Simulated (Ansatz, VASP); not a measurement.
**Two plane-wave programs on Ge**

The input POSCAR:

```
Ge
1.0
    0.0000000000      2.8183833986      2.8183833986
    2.8183833986      0.0000000000      2.8183833986
    2.8183833986      2.8183833986      0.0000000000
Ge
2
Direct
    0.0000000000      0.0000000000      0.0000000000
    0.2500000000      0.2500000000      0.2500000000
```

Contents of INCAR.step1:

```
SYSTEM = Ge
  ALGO = Normal
  EDIFF = 1E-4
  ENCUT = 520
  GGA = PE
  ISMEAR = -1
  LASPH = .True.
  LCHARG = .False.
  LREAL = .False.
  LWAVE = .True.
  NBANDS = 21
  NELM = 100
  PREC = Accurate
  SIGMA = 0.05
```

Contents of INCAR.step2:

```
SYSTEM = Ge
  ALGO = Normal
  EDIFF = 1E-8
  ENCUT = 520
  ISIF = 2
  ISMEAR = -1
  ISTART = 1
  LASPH = .True.
  LCHARG = .False.
  LEFG = .True.
  LMIXTAU = .True.
  LREAL = .False.
  LWAVE = .False.
  METAGGA = R2SCAN
  NBANDS = 21
  NELM = 100
  PREC = Accurate
  SIGMA = 0.05
```

KPOINTS

```
k-points
0
Gamma
  11 11 11
  0 0 0
```

Input for Ansatz:

```yaml
crystal:
  lattice:
    - [0.0, 2.8183833986, 2.8183833986]
    - [2.8183833986, 0.0, 2.8183833986]
    - [2.8183833986, 2.8183833986, 0.0]
  atoms:
    - { symbol: Ge, position: [0.0, 0.0, 0.0] }
    - { symbol: Ge, position: [0.25, 0.25, 0.25] }
kpoints:
  mp_grid: { grid: [11, 11, 11] }
scf:
  occupations: { method: fermi_dirac, width: 0.05 }
hamiltonian:
  xc: r2scan
  pseudopotentials: { kind: paw }
output:
  forces: true
  stress: true
  eigenvalues: true
  efg: { contact_densities: true }
```

Change from the starting cell: volume scaled by 0.98, PAW files.

Alike in both runs: task electric field gradients; functional r2SCAN; k mesh 11 × 11 × 11; occupations fermi-dirac, width 0.05 eV; no spin polarisation.

|  | VASP | Ansatz |
| --- | --- | --- |
| version | VASP 6.6.1 | Ansatz 0.2.0 |
| potentials or method | VASP PAW PBE potentials, release 64 (Ge_d) | PAW with Ansatz's default frozen-core files, scalar-relativistic |
| plane-wave cutoff (eV) | 520 | 500 |
| valence electrons in the cell | 28 | 28 |

VASP gave:

- pressure (GPa): 1.6

Task: Estimate Ansatz's values.

Result: Pressure (GPa): 1.5.

VASP's potentials were made for PBE, not for r2SCAN. The functional is the same, so the differences come from potentials, cutoffs and numerics.
